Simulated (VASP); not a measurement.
Here is a VASP 6.6.1 calculation.

The input POSCAR:

```
MgGaF5
1.0
    3.4303971585      0.0000000000      0.0000000000
    0.0000000000      3.4303971585      0.0000000000
    0.0000000000      0.0000000000      5.3938231746
Mg Ga F
1 1 5
Direct
    0.0000000000      0.0000000000      0.5000000000
    0.5000000000      0.5000000000      0.0000000000
    0.0000000000      0.0000000000      0.0000000000
    0.5000000000      0.0000000000      0.7226182909
    0.0000000000      0.5000000000      0.7226182909
    0.5000000000      0.0000000000      0.2773817091
    0.0000000000      0.5000000000      0.2773817091
```

The input INCAR.step1:

```
ALGO = Normal
EDIFF = 1E-4
ENCUT = 520
GGA = PE
ISMEAR = -1
LASPH = T
LCHARG = F
LREAL = F
LWAVE = T
NBANDS = 34
NELM = 60
PREC = Accurate
SIGMA = 0.03
```

The input INCAR.step2:

```
ALGO = Normal
BPARAM = 11.95
CPARAM = 0.0093
EDIFF = 1E-6
ENCUT = 520
ISIF = 2
ISMEAR = -1
ISTART = 1
IVDW_NL = 2
LASPH = T
LCHARG = F
LMIXTAU = T
LREAL = F
LUSE_VDW = T
LWAVE = F
METAGGA = R2SCAN
NBANDS = 34
NELM = 60
PREC = Accurate
SIGMA = 0.03
```

KPOINTS

```
k-points
0
Gamma
  8 8 6
```

Potentials or basis: VASP PAW PBE potentials, release 64 (Mg, Ga_d, F).

Command:

```console
$ cat potpaw_PBE.64/Mg/POTCAR potpaw_PBE.64/Ga_d/POTCAR potpaw_PBE.64/F/POTCAR > POTCAR
$ cp INCAR.step1 INCAR
$ mpirun -np 1 vasp_std > vasp.out
$ cp INCAR.step2 INCAR
$ mpirun -np 1 vasp_std > vasp.out
```

Estimate the pressure.

-0.6 GPa.

What does it give for the band gap on the k mesh?

1.01 eV (least direct gap 1.67 eV).

Estimate the largest force.

0.060 eV/Å.

Forces on the atoms (eV/Å):
```
Mg   0.000  0.000  0.000
Ga   0.000  0.000  0.000
F    0.000  0.000  0.000
F    0.000  0.000 -0.060
F    0.000  0.000 -0.060
F    0.000  0.000  0.060
F    0.000  0.000  0.060
```

Caveat: the PAW data sets were made with another functional, which shifts forces and pressure a little. A k mesh can miss the band edges.
